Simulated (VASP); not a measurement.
A run of VASP 6.6.1 is set up as follows.

POSCAR

```
Pb
1.0
    0.0000000000      2.4244952108      2.4244952108
    2.4244952108      0.0000000000      2.4244952108
    2.4244952108      2.4244952108      0.0000000000
Pb
1
Direct
    0.0000000000      0.0000000000      0.0000000000
```

The input INCAR.step1:

```
ALGO = Normal ; EDIFF = 1E-4
ENCUT = 520 ; GGA = PE
ISMEAR = -1 ; LASPH = T
LCHARG = F ; LREAL = F
LWAVE = T ; NBANDS = 13
NELM = 80 ; PREC = Accurate
SIGMA = 0.05
```

INCAR.step2

```
ALGO = Normal ; BPARAM = 11.95
CPARAM = 0.0093 ; EDIFF = 1E-6
ENCUT = 520 ; ISIF = 2
ISMEAR = -1 ; ISTART = 1
IVDW_NL = 2 ; LASPH = T
LCHARG = T ; LELF = T
LMIXTAU = T ; LREAL = F
LUSE_VDW = T ; LVHAR = T
LWAVE = F ; METAGGA = R2SCAN
NBANDS = 13 ; NELM = 80
PREC = Accurate ; SIGMA = 0.05
```

KPOINTS

```
k-points
0
Gamma
  9 9 9
```

Potentials or basis: VASP PAW PBE potentials, release 64 (Pb_d).

Command:

```sh
$ cat potpaw_PBE.64/Pb_d/POTCAR > POTCAR
$ cp INCAR.step1 INCAR
$ mpirun -np 1 vasp_std > vasp.out
$ cp INCAR.step2 INCAR
$ mpirun -np 1 vasp_std > vasp.out
```

Question: Estimate the pressure.

Answer: 3.8 GPa.

Question: Estimate the band gap on the k mesh.

Answer: Zero (band 7 reaches 16.19 eV, above the bottom of band 8 at 6.13 eV).

Caveat: the PAW data sets were made with another functional, which shifts forces and pressure a little; spin-orbit coupling is left out, which moves the levels of the heavy elements.
